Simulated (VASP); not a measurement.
Write the native input for VASP 6.6.1 that does the following.

```
Task                   : single point
Functional             : r2SCAN
Potentials or basis    : VASP PAW PBE potentials, release 64 (Ru_pv)
Cutoff                 : 520 eV
k mesh                 : 15 × 15 × 8
Occupations            : gaussian, width 0.1 eV
Spin                   : no spin polarisation
Dipole correction      : no
Further INCAR settings : ALGO = Normal; EDIFF = 1e-06; NBANDS = 21
```

Crystal: Ru.

```xyz
2
Lattice="2.7039 0.0000 0.0000 -1.3520 2.3417 0.0000 0.0000 0.0000 4.2671" Properties=species:S:1:pos:R:3 pbc="T T T"
Ru    0.0000    1.5611    1.0668
Ru    1.3520    0.7806    3.2003
```

These files were run (other wordings do the same):

POSCAR

```
Ru
1.0
    2.7039339012      0.0000000000      0.0000000000
   -1.3519669506      2.3416754486      0.0000000000
    0.0000000000      0.0000000000      4.2670819301
Ru
2
Direct
    0.3333333333      0.6666666667      0.2500000000
    0.6666666667      0.3333333333      0.7500000000
```

INCAR.step1

```
PREC = Accurate
ENCUT = 520
ISMEAR = 0
SIGMA = 0.1
LREAL = F
LASPH = T
NELM = 80
NBANDS = 21
GGA = PE
ALGO = Normal
EDIFF = 1E-4
LWAVE = T
LCHARG = F
```

INCAR.step2

```
PREC = Accurate
ENCUT = 520
EDIFF = 1E-6
ISMEAR = 0
SIGMA = 0.1
LREAL = F
LASPH = T
NELM = 80
ALGO = Normal
ISIF = 2
LWAVE = F
LCHARG = F
METAGGA = R2SCAN
LMIXTAU = T
NBANDS = 21
ISTART = 1
```

KPOINTS

```
Automatic mesh
0
Gamma
  15 15 8
```

Potentials or basis: VASP PAW PBE potentials, release 64 (Ru_pv).

Launch:

```bash
$ cat potpaw_PBE.64/Ru_pv/POTCAR > POTCAR
$ cp INCAR.step1 INCAR
$ mpirun -np 1 vasp_std > vasp.out
$ cp INCAR.step2 INCAR
$ mpirun -np 1 vasp_std > vasp.out
```

Results of the run:

```json
{"Pressure": "1.0 GPa", "Band gap on the k mesh": "zero (band 14 reaches 14.44 eV, above the bottom of band 15 at 11.22 eV)"}
```

Caveat: the PAW data sets were made with another functional, which shifts forces and pressure a little.

Wall time 4 min on 1 thread of AMD EPYC 7R43 64-Core Processor (Zen 3) (shared host), peak memory 0.14 GiB.
